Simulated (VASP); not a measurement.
Here is a VASP 6.6.1 calculation.

Contents of INCAR:

```
PREC     = Accurate       # precision mode
ENCUT    = 520            # plane-wave cutoff, eV
EDIFF    = 1E-6           # SCF threshold, eV
ISMEAR   = -1             # smearing method
SIGMA    = 0.08           # smearing width, eV
LREAL    = False          # projectors in reciprocal space
LASPH    = True           # aspherical terms in the spheres
NELM     = 80             # most SCF steps
ALGO     = Normal         # electronic algorithm
ISIF     = 2              # what is computed and relaxed
LWAVE    = False          # write WAVECAR
LCHARG   = False          # write CHGCAR
GGA      = PE             # functional
NBANDS   = 17             # bands
```

KPOINTS

```
regular mesh
0
Gamma
  10 10 10
```

POSCAR

```
TePb
1.0
    3.9754252041      0.0000000000      0.0000000000
    0.0000000000      3.9754252041      0.0000000000
    0.0000000000      0.0000000000      3.9754252041
Te Pb
1 1
Direct
    0.5000000000      0.5000000000      0.5000000000
    0.0000000000      0.0000000000      0.0000000000
```

Potentials or basis: VASP PAW PBE potentials, release 64 (Te, Pb_d).

Command:

```bash
$ cat potpaw_PBE.64/Te/POTCAR potpaw_PBE.64/Pb_d/POTCAR > POTCAR
$ mpirun -np 1 vasp_std > vasp.out
```

Q: Estimate the band gap on the k mesh.

A: Zero (bands 10 and 11 overlap by 1.30 eV).

Q: Estimate the pressure.

A: 0.6 GPa.

Caveat: spin-orbit coupling is left out, which moves the levels of the heavy elements.
